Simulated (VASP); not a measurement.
Here is a VASP 6.6.1 calculation.

POSCAR

```
GaAs
1.0
    0.0000000000      2.9464084993      2.9464084993
    2.9464084993      0.0000000000      2.9464084993
    2.9464084993      2.9464084993      0.0000000000
Ga As
1 1
Direct
    0.0000000000      0.0000000000      0.0000000000
    0.2500000000      0.2500000000      0.2500000000
```

File INCAR.step1:

```
PREC = Accurate
ENCUT = 520
EDIFF = 1E-5
ISMEAR = -1
SIGMA = 0.02
LREAL = False
LASPH = True
NELM = 100
ALGO = Normal
ISIF = 2
LWAVE = True
LCHARG = False
NBANDS = 16
GGA = PE
```

Contents of INCAR.step2:

```
PREC = Accurate
ENCUT = 520
EDIFF = 1E-6
ISMEAR = -1
SIGMA = 0.02
LREAL = False
LASPH = True
NELM = 100
ALGO = Normal
ISIF = 2
LWAVE = False
LCHARG = False
GGA = PE
LHFCALC = True
HFSCREEN = 0.2079
PRECFOCK = Normal
NBANDS = 16
ISTART = 1
```

File KPOINTS:

```
Automatic mesh
0
Gamma
  6 6 6
```

Potentials or basis: VASP PAW PBE potentials, release 64 (Ga_d, As).

The run is started by

```sh
$ cat potpaw_PBE.64/Ga_d/POTCAR potpaw_PBE.64/As/POTCAR > POTCAR
$ cp INCAR.step1 INCAR
$ mpirun -np 1 vasp_std > vasp.out
$ cp INCAR.step2 INCAR
$ mpirun -np 1 vasp_std > vasp.out
```

**Question.** Estimate the pressure.

**Answer.** -6.2 GPa.

**Question.** Predict the band gap on the k mesh.

**Answer.** 0.38 eV.

Caveat: the cell differs from its parent crystal (strain +4.0%); the cell stands under tension; the PAW data sets were made with another functional, which shifts forces and pressure a little.
